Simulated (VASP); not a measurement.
A run of VASP 6.6.1:

POSCAR

```
Na
1.0
    4.1711848302      0.0000000000      0.0000000000
    0.0000000000      4.1711848302      0.0000000000
    0.0000000000      0.0000000000      4.1711848302
Na
2
Direct
    0.0000000000      0.0000000000      0.0000000000
    0.5000000000      0.5000000000      0.5000000000
```

The input INCAR.step1:

```
  PREC = Accurate
  ENCUT = 520
  ISMEAR = 1
  SIGMA = 0.1
  LREAL = False
  LASPH = True
  NELM = 60
  NBANDS = 14
  GGA = PE
  ALGO = Normal
  EDIFF = 1E-4
  LWAVE = True
  LCHARG = False
```

The input INCAR.step2:

```
  PREC = Accurate
  ENCUT = 520
  EDIFF = 1E-6
  ISMEAR = 1
  SIGMA = 0.1
  LREAL = False
  LASPH = True
  NELM = 60
  ALGO = Normal
  ISIF = 2
  LWAVE = False
  LCHARG = False
  METAGGA = R2SCAN
  LMIXTAU = True
  IVDW = 12
  VDW_S6 = 1.0
  VDW_S8 = 0.78981345
  VDW_A1 = 0.49484001
  VDW_A2 = 5.73083694
  NBANDS = 14
  ISTART = 1
```

The input KPOINTS:

```
regular mesh
0
Gamma
  5 5 5
```

Potentials or basis: VASP PAW PBE potentials, release 64 (Na_pv).

The run is started by

```bash
$ cat potpaw_PBE.64/Na_pv/POTCAR > POTCAR
$ cp INCAR.step1 INCAR
$ mpirun -np 1 vasp_std > vasp.out
$ cp INCAR.step2 INCAR
$ mpirun -np 1 vasp_std > vasp.out
```

Hardware: 1 thread of Intel(R) Xeon(R) 6975P-C (Granite Rapids), on a shared host.

**Question.** How long does it take, and how much memory?

**Answer.** Run time: 15 s on 1 thread of Intel(R) Xeon(R) 6975P-C (Granite Rapids), on a shared host, peak memory 0.18 GiB. Counts: k points 10.
